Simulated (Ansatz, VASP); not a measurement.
**Two plane-wave programs on InIrC4N4**

File INCAR:

```
SYSTEM = InIrC4N4
PREC = Accurate ; ENCUT = 520
EDIFF = 1E-6 ; ISMEAR = 0
SIGMA = 0.2 ; LREAL = .False.
LASPH = .True. ; NELM = 80
ALGO = Normal ; ISIF = 2
LWAVE = .False. ; LCHARG = .False.
GGA = PE ; NBANDS = 40
```

Contents of KPOINTS:

```
Automatic mesh
0
Gamma
  6 4 4
  0 0 0
```

POSCAR

```
InIrC4N4
1.0
    0.0000000000      0.0000000000      3.2853498191
    7.4507549523      0.0000000000      0.0000000000
    0.0000000000      7.4507549523      0.0000000000
In Ir C N
1 1 4 4
Direct
    1.0000000000      0.5000000000      0.5000000000
    0.0000000000      0.0000000000      0.0000000000
    1.0000000000      0.1873707387      0.8126292613
    0.0000000000      0.8126292613      0.1873707387
    1.0000000000      0.1873707387      0.1873707387
    0.0000000000      0.8126292613      0.8126292613
    1.0000000000      0.2987243181      0.7012756819
    0.0000000000      0.7012756819      0.2987243181
    0.0000000000      0.2987243181      0.2987243181
    1.0000000000      0.7012756819      0.7012756819
```

Input for Ansatz:

```yaml
crystal:
  lattice:
    - [0.0, 0.0, 3.2853498191]
    - [7.4507549523, 0.0, 0.0]
    - [0.0, 7.4507549523, 0.0]
  atoms:
    - { symbol: In, position: [1.0, 0.5, 0.5] }
    - { symbol: Ir, position: [0.0, 0.0, 0.0] }
    - { symbol: C, position: [1.0, 0.1873707387, 0.8126292613] }
    - { symbol: C, position: [0.0, 0.8126292613, 0.1873707387] }
    - { symbol: C, position: [1.0, 0.1873707387, 0.1873707387] }
    - { symbol: C, position: [0.0, 0.8126292613, 0.8126292613] }
    - { symbol: "N", position: [1.0, 0.2987243181, 0.7012756819] }
    - { symbol: "N", position: [0.0, 0.7012756819, 0.2987243181] }
    - { symbol: "N", position: [0.0, 0.2987243181, 0.2987243181] }
    - { symbol: "N", position: [1.0, 0.7012756819, 0.7012756819] }
basis:
  ecutwfc: 420
kpoints:
  mp_grid: { grid: [6, 4, 4] }
hamiltonian:
  xc: pbe
scf:
  occupations: { method: gaussian, width: 0.2 }
  lower_state_search: "off"
output:
  forces: true
  stress: true
  eigenvalues: true
```

Alike in both runs: task single point; functional PBE; k mesh 6 × 4 × 4; occupations gaussian, width 0.2 eV; no spin polarisation.

|  | VASP | Ansatz |
| --- | --- | --- |
| version | VASP 6.6.1 | Ansatz 0.2.0 |
| potentials or method | VASP PAW PBE potentials, release 64 (In_d, Ir, C, N), cutoff 520 eV | scalar-relativistic, plane waves, PAW |
| valence electrons in the cell | 58 | 66 |

Ansatz gave:

| Property | Result |
| --- | --- |
| gap on the k mesh at the Fermi level (eV) | none |
| pressure (GPa) | 0.0 |
| traceless stress, the component that is largest in VASP (GPa) | 0.34 |
| rms of the force components (eV/Å) | 0.057 |

Question: What did VASP give for the same quantities?

Answer: gap on the k mesh at the Fermi level (eV): none; pressure (GPa): 0.5; traceless stress, the component that is largest in VASP (GPa): -0.29; rms of the force components (eV/Å): 0.211.

Atom by atom the forces differ by 0.154 eV/Å (rms over components). A gap of «none» marks a metal or a gap that the smearing closes. One of these differences is far larger than is usual between the two programs; its cause wasn't traced. The functional is the same, so the differences come from potentials, cutoffs and numerics. VASP's potentials hold 58 valence electrons a cell and Ansatz's 66, so a difference there can come from the potentials and not from the codes.

Spin-orbit coupling is off throughout. Noted on VASP's run: the standard files for N, O and F lose accuracy on very short bonds.
